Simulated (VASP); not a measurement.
## CdSiSb2: single point with LDA

Crystal: CdSiSb2.

```
Cd Sb Si
1.0
     4.34621    0.00000    0.00000
     0.00000    4.34621    0.00000
     0.00000    0.00000    6.46204
Cd Sb Si
1 2 1
Direct
  0.00000 0.00000 0.00000
  0.00000 0.50000 0.26717
  0.50000 0.00000 0.73283
  0.50000 0.50000 0.50000
```

- Program: VASP 6.6.1
- Task: single point
- Functional: LDA
- Potentials or basis: VASP PAW LDA potentials, release 64 (Cd, Sb, Si)
- Cutoff: 520 eV
- k mesh: 6 × 6 × 4
- Occupations: fermi-dirac, width 0.02 eV
- Spin: no spin polarisation
- Dipole correction: no
- Further INCAR settings: ALGO = Normal; EDIFF = 1e-06; NBANDS = 21

```yaml
Pressure: -2.0 GPa
Largest_force: 0.174 eV/Å
Band_gap_on_the_k_mesh: zero (bands 13 and 14 overlap by 0.31 eV)
```

Forces in eV/Å, atoms in the order of the input:
```
Cd   0.000  0.000  0.000
Sb   0.000  0.000 -0.174
Sb   0.000  0.000  0.174
Si   0.000  0.000  0.000
```

Stress tensor (GPa, compression positive):
```
-1.84  0.00  0.00
 0.00 -1.84  0.00
 0.00  0.00 -2.38
```

Levels at points of the mesh, in eV from the Fermi level:
| k point | band 11 | band 12 | band 13 | band 14 | band 15 | band 16 |
| --- | --- | --- | --- | --- | --- | --- |
| (0.00, 0.00, 0.00) | -0.73 | -0.41 | 0.21 | 0.21 | 0.36 | 1.91 |
| (0.50, 0.00, 0.00) | -3.24 | -2.37 | -0.21 | 0.49 | 3.13 | 3.61 |
| (0.50, 0.50, 0.00) | -2.68 | -2.68 | -1.77 | 0.78 | 1.01 | 1.01 |
| (0.00, 0.00, 0.50) | -2.71 | -0.72 | -0.72 | 0.37 | 0.62 | 3.22 |
| (0.50, 0.00, 0.50) | -1.75 | -1.07 | -0.52 | -0.10 | 1.18 | 2.50 |
| (0.50, 0.50, 0.50) | -3.14 | -3.14 | -2.91 | 2.35 | 3.20 | 3.20 |

It took 24 s on 1 thread of Intel(R) Xeon(R) 6975P-C (Granite Rapids) (shared host), peak memory 0.23 GiB.

Caveat: semilocal functionals underestimate gaps, and a narrow one can read as zero; spin-orbit coupling is left out, which moves the levels of the heavy elements.
